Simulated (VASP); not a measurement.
PbS:

```
CELL_PARAMETERS angstrom
3.55098 0.00000 0.00000
-1.77549 3.07524 0.00000
0.00000 0.00000 6.66606
ATOMIC_POSITIONS crystal
Pb 0.66667 0.33333 0.75000
Pb 0.33333 0.66667 0.25000
S 0.00000 0.00000 0.00000
S 0.00000 0.00000 0.50000
```

| Quantity | Value |
| --- | --- |
| Program | VASP 6.6.1 |
| Task | relaxation of cell and atoms |
| Functional | PBE |
| Potentials or basis | VASP PAW PBE potentials, release 64 (Pb_d, S) |
| Cutoff | 600 eV |
| k mesh | 6 × 6 × 4 |
| Occupations | gaussian, width 0.1 eV |
| Spin | no spin polarisation |

At the start: pressure 45.1 GPa; volume 18.20 Å³/atom.

Task: Where does the relaxation end?

Result: Over 5 steps the energy falls by 876.3 meV/atom and the volume is 27.02 Å³/atom (+48.5 %); space group P6_3/mmc (No. 194, to 0.05 Å).

The path:
| step | energy change (eV) | largest force (eV/Å) | pressure (GPa) | volume (Å³) |
| --- | --- | --- | --- | --- |
| 1 | 0.0000 | 0.0000 | 45.11 | 72.79 |
| 2 | -2.3176 | 0.0000 | -7.88 | 141.17 |
| 3 | -3.4326 | 0.0000 | 0.16 | 106.65 |
| 4 | -3.4838 | 0.0000 | 0.13 | 107.36 |
| 5 | -3.5052 | 0.0000 | 0.15 | 108.08 |

Final structure:
```
CELL_PARAMETERS angstrom
4.11911 0.00000 0.00000
-2.05956 3.56726 0.00000
0.00000 0.00000 7.35518
ATOMIC_POSITIONS crystal
Pb 0.66667 0.33333 0.75000
Pb 0.33333 0.66667 0.25000
S 0.00000 0.00000 0.00000
S 0.00000 0.00000 0.50000
```

Caveat: the volume moved by over 15 % at a fixed basis, so the end points are rough.
